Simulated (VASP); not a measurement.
# SnSe (Pnma) in VASP: single point with PBEsol

Aim: the single point of SnSe with PBEsol.

Everything below comes from runs of VASP 6.6.1. Logs are shortened: lines on timing, memory, paths and dates and some standing lists are left out, and cuts for length are marked.

**Experimental background.**

“Linear dichroism of the optical properties of SnS and SnSe van der Waals crystals”, 2024, arxiv:2409.17412 reports, for a bulk crystal of SnSe at 20 K: band gap 0.99 eV (indirect).

The runs below are set against these values where they give the same quantity.

### Step 1. The cell of the first run

Symmetry: Pnma, No. 62, orthorhombic system. Conventional cell: a = 11.440 Å, b = 4.153 Å, c = 4.367 Å, α = 90.00°, β = 90.00°, γ = 90.00°. Within 3.6 Å of Sn (site symmetry m) lie 6 Se at 2.76 to 3.42 Å and 2 Sn at 3.51 Å. Se (site symmetry m) has 6 Sn at 2.76 to 3.42 Å within 3.6 Å.

### Step 2. Single point, PBEsol

Contents of INCAR:

```
  ALGO = Normal
  EDIFF = 1E-7
  ENCUT = 520
  GGA = PS
  ISIF = 2
  ISMEAR = 0
  LASPH = T
  LCHARG = F
  LREAL = F
  LWAVE = F
  NBANDS = 50
  NELM = 60
  PREC = Accurate
  SIGMA = 0.01
```

Contents of KPOINTS:

```
k-points
0
Gamma
  3 6 6
```

Contents of POSCAR:

```
SnSe
1.0
   11.4397470892      0.0000000000      0.0000000000
    0.0000000000      4.1528852612      0.0000000000
    0.0000000000      0.0000000000      4.3673088383
Sn Se
4 4
Direct
    0.1181152347      0.2500000000      0.0961523774
    0.3818847653      0.7500000000      0.5961523774
    0.6181152347      0.2500000000      0.4038476226
    0.8818847653      0.7500000000      0.9038476226
    0.3573353146      0.2500000000      0.0226918014
    0.1426646854      0.7500000000      0.5226918014
    0.8573353146      0.2500000000      0.4773081986
    0.6426646854      0.7500000000      0.9773081986
```

Potentials or basis: VASP PAW PBE potentials, release 64 (Sn_d, Se).

Started as:

```bash
$ cat potpaw_PBE.64/Sn_d/POTCAR potpaw_PBE.64/Se/POTCAR > POTCAR
$ mpirun -np 1 vasp_std > vasp.out
```

OUTCAR:

```text
EDIFF = 1E-7
   ENCUT = 520
   GGA = PS
   ISIF = 2
   ISMEAR = 0
   LASPH = T
   LREAL = F
   NELM = 60
   PREC = Accurate

 ion  position               nearest neighbor table
   1  0.118  0.250  0.096-   5 2.76   6 2.80   6 2.80   6 3.27   6 3.27   4 3.51   4 3.51
   2  0.382  0.750  0.596-   6 2.76   5 2.80   5 2.80   5 3.27   5 3.27   3 3.51   3 3.51
   3  0.618  0.250  0.404-   7 2.76   8 2.80   8 2.80   8 3.27   8 3.27   2 3.51   2 3.51
   4  0.882  0.750  0.904-   8 2.76   7 2.80   7 2.80   7 3.27   7 3.27   1 3.51   1 3.51
   5  0.357  0.250  0.023-   1 2.76   2 2.80   2 2.80   2 3.27   2 3.27
   6  0.143  0.750  0.523-   2 2.76   1 2.80   1 2.80   1 3.27   1 3.27
   7  0.857  0.250  0.477-   3 2.76   4 2.80   4 2.80   4 3.27   4 3.27
   8  0.643  0.750  0.977-   4 2.76   3 2.80   3 2.80   3 3.27   3 3.27

  LATTYP: Found a simple orthorhombic cell.
 ALAT       =     4.1528852612
 B/A-ratio  =     1.0516324347
 C/A-ratio  =     2.7546504104

  Lattice vectors:

 A1 = (   0.0000000000,   4.1528852612,   0.0000000000)
 A2 = (   0.0000000000,   0.0000000000,   4.3673088383)
 A3 = (  11.4397470892,   0.0000000000,   0.0000000000)

Analysis of symmetry for initial positions (statically):
=====================================================================
 Subroutine PRICEL returns:
 Original cell was already a primitive cell.

 Routine SETGRP: Setting up the symmetry group for a
 simple orthorhombic supercell.

 Subroutine GETGRP returns: Found  8 space group operations
 (whereof  2 operations were pure point group operations)
 out of a pool of  8 trial point group operations.

The static configuration has the point symmetry S_2 .
 The point group associated with its full space group is D_2h.

Analysis of symmetry for dynamics (positions and initial velocities):
=====================================================================
 Subroutine PRICEL returns:
 Original cell was already a primitive cell.

 Routine SETGRP: Setting up the symmetry group for a
 simple orthorhombic supercell.

 Subroutine GETGRP returns: Found  8 space group operations
 (whereof  2 operations were pure point group operations)
 out of a pool of  8 trial point group operations.

The dynamic configuration has the point symmetry S_2 .
 The point group associated with its full space group is D_2h.

 Subroutine INISYM returns: Found  8 space group operations
 (whereof  2 operations are pure point group operations),
 and found     1 'primitive' translations

----------------------------------------------------------------------------------------

                                     Primitive cell

  volume of cell :     207.4819

  direct lattice vectors                    reciprocal lattice vectors
    11.439747089  0.000000000  0.000000000     0.087414520  0.000000000  0.000000000
     0.000000000  4.152885261  0.000000000     0.000000000  0.240796443  0.000000000
     0.000000000  0.000000000  4.367308838     0.000000000  0.000000000  0.228973960

  length of vectors
    11.439747089  4.152885261  4.367308838     0.087414520  0.240796443  0.228973960

  position of ions in fractional coordinates (direct lattice)
     0.118115235  0.250000000  0.096152377
     0.381884765  0.750000000  0.596152377
     0.618115235  0.250000000  0.403847623
     0.881884765  0.750000000  0.903847623
     0.357335315  0.250000000  0.022691801
     0.142664685  0.750000000  0.522691801
     0.857335315  0.250000000  0.477308199
     0.642664685  0.750000000  0.977308199

  ion indices of the primitive-cell ions
   primitive index   ion index
                 1           1
                 2           2
                 3           3
                 4           4
                 5           5
                 6           6
                 7           7
                 8           8

----------------------------------------------------------------------------------------

 KPOINTS: k-points

Automatic generation of k-mesh.
 Grid dimensions read from file:
 generate k-points for:    3    6    6

 Generating k-lattice:

  Cartesian coordinates                     Fractional coordinates (reciprocal lattice)
     0.029138173  0.000000000  0.000000000     0.333333333  0.000000000  0.000000000
     0.000000000  0.040132741  0.000000000     0.000000000  0.166666667  0.000000000
     0.000000000  0.000000000  0.038162327     0.000000000  0.000000000  0.166666667

  Length of vectors
     0.029138173  0.040132741  0.038162327

  Shift w.r.t. Gamma in fractional coordinates (k-lattice)
     0.000000000  0.000000000  0.000000000

 Subroutine IBZKPT returns following result:
 ===========================================

 Found     32 irreducible k-points:

 Following reciprocal coordinates:
            Coordinates               Weight
  0.000000  0.000000  0.000000      1.000000
  0.333333  0.000000  0.000000      2.000000
  0.000000  0.166667  0.000000      2.000000
  0.333333  0.166667  0.000000      4.000000
  0.000000  0.333333  0.000000      2.000000
  0.333333  0.333333  0.000000      4.000000
[... 16 lines left out ...]
  0.000000  0.500000  0.333333      2.000000
  0.333333  0.500000  0.333333      4.000000
 [... further k-points ...]
   k-points           NKPTS =     32   k-points in BZ     NKDIM =     32   number of bands    NBANDS=     50
   number of dos      NEDOS =    301   number of ions     NIONS =      8
   total plane-waves  NPLWV =  92160
   dimension x,y,z NGX =    90 NGY =   32 NGZ =   32
   dimension x,y,z NGXF=   180 NGYF=   64 NGZF=   64
   ions per type =               4   4
   NGX,Y,Z   is equivalent  to a cutoff of  13.08, 12.81, 12.18 a.u.
   NGXF,Y,Z  is equivalent  to a cutoff of  26.16, 25.62, 24.36 a.u.
 SYSTEM =  unknown system
   PREC   = accura    normal or accurate (medium, high low for compatibility)
   ISTART =      0    job   : 0-new  1-cont  2-samecut
   ICHARG =      2    charge: 1-file 2-atom 10-const
   ISPIN  =      1    spin polarized calculation?
   LNONCOLLINEAR =      F non collinear calculations
   LSORBIT =      F    spin-orbit coupling
   LASPH  =      T    aspherical Exc in radial PAW
   ENCUT  =  520.0 eV  38.22 Ry    6.18 a.u.  21.27  7.72  8.12*2*pi/ulx,y,z
   NELM   =     60;   NELMIN=  2; NELMDL= -5     # of ELM steps
   EDIFF  = 0.1E-06   stopping-criterion for ELM
   LREAL  =      F    real-space projection
   EDIFFG = 0.1E-05   stopping-criterion for IOM
   NSW    =      0    number of steps for IOM
   IBRION =     -1    ionic relax: 0-MD 1-quasi-New 2-CG
   NFREE  =      0    steps in history (QN), initial steepest desc. (CG)
   ISIF   =      2    stress and relaxation
   ISYM   =      2    0-nonsym 1-usesym 2-fastsym
   POTIM  = 0.5000    time-step for ionic-motion
   TEBEG  =    0.0;   TEEND  =   0.0 temperature during run
   PSTRESS=    0.0 pullay stress
   NELECT =      80.0000    total number of electrons
   NUPDOWN=      -1.0000    fix difference up-down
   EMIN   =  10.00;   EMAX   =-10.00  energy-range for DOS
   EFERMI =   0.00;   METHOD = LEGACY
   ISMEAR =     0;   SIGMA  =   0.01  broadening in eV -4-tet -1-fermi 0-gaus
   EFERMI_NEDOS =   21; number of points for ismear=-14 and -15
   IALGO  =     38    algorithm
   IMIX   =      4    mixing-type and parameters
     AMIX     =   0.40;   BMIX     =  1.00
     AMIX_MAG =   1.60;   BMIX_MAG =  1.00
  volume/ion in A,a.u.               =      25.94       175.02
  Fermi-wavevector in a.u.,A,eV,Ry     =   1.191548  2.251699 19.317358  1.419786
  Thomas-Fermi vector in A             =   2.327607
   LORBIT       =      0    0 simple, 1 ext, 2 COOP (PROOUT), +10 PAW based schemes
   GGA     = PS    functional components
   LHFCALC =     F    Hartree Fock is set to
   AEXX    =    0.0000 exact exchange contribution
   IVDW    =     0    specifies the selected vdW correction
   LEPSILON=     F    determine dielectric tensor
   LRPA    =     F    only Hartree local field effects (RPA)
 non-spin polarized calculation
 Gauss-broadening in eV      SIGMA  =   0.01
  energy-cutoff  :      520.00
  volume of cell :      207.48
 maximum number of plane-waves:      5614
 NGX is ok and might be reduce to    90
   NGX = 43   NGY = 15   NGZ = 17

 number of electron      79.9999983 magnetization

 Free energy of the ion-electron system (eV)
  ---------------------------------------------------
  ext. energy  EPLUGINS =         0.00000000
  ---------------------------------------------------
  free energy    TOTEN  =       -35.92824409 eV

  energy without entropy =      -35.92824409  energy(sigma->0) =      -35.92824409

 E-fermi :   5.7699     XC(G=0): -10.0179

 val. band max:        5.6870088528   @ k =   0.0000   0.0000   0.3333
 cond. band min:       6.0835234389   @ k =   0.0000   0.3333   0.0000
 fundamental gap:      0.3965145862
 Fermi energy:         5.7699340491

 k-point     1 :       0.0000    0.0000    0.0000
  band No.  band energies     occupation
      1     -15.6294      2.00000
      2     -15.6121      2.00000
      3     -15.6117      2.00000
      4     -15.6064      2.00000
      5     -15.6064      2.00000
      6     -15.6025      2.00000
[... 42 lines left out ...]
     49      10.2594      0.00000
     50      10.4221      0.00000

 k-point     2 :       0.3333    0.0000    0.0000
  band No.  band energies     occupation
      1     -15.6262      2.00000
      2     -15.6184      2.00000
      3     -15.6103      2.00000
      4     -15.6078      2.00000
      5     -15.6058      2.00000
      6     -15.6041      2.00000
[... 42 lines left out ...]
     49      10.4307      0.00000
     50      10.5481      0.00000

 k-point     3 :       0.0000    0.1667    0.0000
  band No.  band energies     occupation
      1     -15.6223      2.00000
      2     -15.6102      2.00000
      3     -15.6088      2.00000
      4     -15.6075      2.00000
      5     -15.6063      2.00000
      6     -15.6037      2.00000
[... 1102 lines left out ...]
     49      10.4542      0.00000
     50      10.4542      0.00000

 k-point    24 :       0.3333    0.5000    0.3333
  band No.  band energies     occupation
      1     -15.6287      2.00000
      2     -15.6287      2.00000
      3     -15.6248      2.00000
      4     -15.6248      2.00000
      5     -15.5990      2.00000
      6     -15.5990      2.00000
[... 42 lines left out ...]
     49      11.2013      0.00000
     50      11.2023      0.00000

 [... further k-points ...]
[... 5 lines left out ...]
  --------------------------------------------------------------------------------------
  -------------------------------------------------------------------------------------
  Total        0.0604467      0.0455999      0.0490062      0.0000000     -0.0000000      0.0000000
  in kB        0.4667697      0.3521225      0.3784266      0.0000000     -0.0000000      0.0000000
  external PRESSURE =       0.3991062 kB  Pullay stress =       0.0000000 kB

 VOLUME and BASIS-vectors are now :
 -----------------------------------------------------------------------------
  energy-cutoff  :      520.00
  volume of cell :      207.48
      direct lattice vectors                 reciprocal lattice vectors
    11.439747089  0.000000000  0.000000000     0.087414520  0.000000000  0.000000000
     0.000000000  4.152885261  0.000000000     0.000000000  0.240796443  0.000000000
     0.000000000  0.000000000  4.367308838     0.000000000  0.000000000  0.228973960

 POSITION                                       TOTAL-FORCE (eV/Angst)
 -----------------------------------------------------------------------------------
      1.35121      1.03822      0.41993        -0.013403      0.000000     -0.010727
      4.36867      3.11466      2.60358         0.013403      0.000000     -0.010727
      7.07108      1.03822      1.76373        -0.013403     -0.000000      0.010727
     10.08854      3.11466      3.94738         0.013403     -0.000000      0.010727
      4.08783      1.03822      0.09910         0.008224     -0.000000      0.010375
      1.63205      3.11466      2.28276        -0.008224     -0.000000      0.010375
      9.80770      1.03822      2.08455         0.008224      0.000000     -0.010375
      7.35192      3.11466      4.26821        -0.008224      0.000000     -0.010375
 -----------------------------------------------------------------------------------
    total drift:                               -0.000000      0.000000     -0.000000

  FREE ENERGIE OF THE ION-ELECTRON SYSTEM (eV)
  ---------------------------------------------------
  free  energy   TOTEN  =       -35.9282440861 eV

  energy  without entropy=      -35.9282440861  energy(sigma->0) =      -35.92824409
```

It took 12 min on 1 thread of AMD EPYC 7R13, shared host; peak memory 0.4 GiB.

What came out:

```yaml
Free_energy: -35.9282 eV
Pressure: 0.0 GPa
Largest_force: 0.017 eV/Å
Band_gap_on_the_k_mesh: 0.40 eV (least direct gap 0.53 eV)
```

Forces in eV/Å, atoms in the order of the input:
```
Sn  -0.013  0.000 -0.011
Sn   0.013  0.000 -0.011
Sn  -0.013  0.000  0.011
Sn   0.013  0.000  0.011
Se   0.008  0.000  0.010
Se  -0.008  0.000  0.010
Se   0.008  0.000 -0.010
Se  -0.008  0.000 -0.010
```

Levels at points of the mesh, in eV from the valence-band top:
| k point | band 37 | band 38 | band 39 | band 40 | band 41 | band 42 | band 43 | band 44 |
| --- | --- | --- | --- | --- | --- | --- | --- | --- |
| (0.00, 0.00, 0.00) | -1.70 | -1.34 | -0.79 | -0.63 | 0.47 | 2.87 | 2.97 | 2.98 |
| (0.00, 0.50, 0.00) | -1.06 | -1.06 | -0.71 | -0.71 | 0.83 | 0.83 | 1.32 | 1.32 |
| (0.00, 0.00, 0.50) | -0.86 | -0.86 | -0.31 | -0.31 | 1.13 | 1.13 | 1.39 | 1.39 |
| (0.00, 0.50, 0.50) | -2.45 | -2.45 | -1.59 | -1.59 | 2.55 | 2.55 | 2.98 | 2.98 |

Caveat: the PAW data sets were made with another functional, which shifts forces and pressure a little; spin-orbit coupling is left out, which moves the levels of the heavy elements; an odd mesh through Γ misses points on the zone boundary, where band edges can lie.

### Step 3. How close it comes

Step 2. Against the measured gap of SnSe, 0.99 eV (indirect; 20 K; “Linear dichroism of the optical properties of SnS and SnSe van der Waals crystals”, 2024, arxiv:2409.17412), the calculated 0.40 eV is off by -0.59 eV. 2 values of this kind are on record (0.89 to 0.99 eV); this one was drawn at random. Spin-orbit coupling on Se, Sn is left out. The value is that of PBEsol on a finite k mesh, which can miss the band edges, without temperature or zero-point motion. Semilocal functionals fall short of measured gaps as a rule.
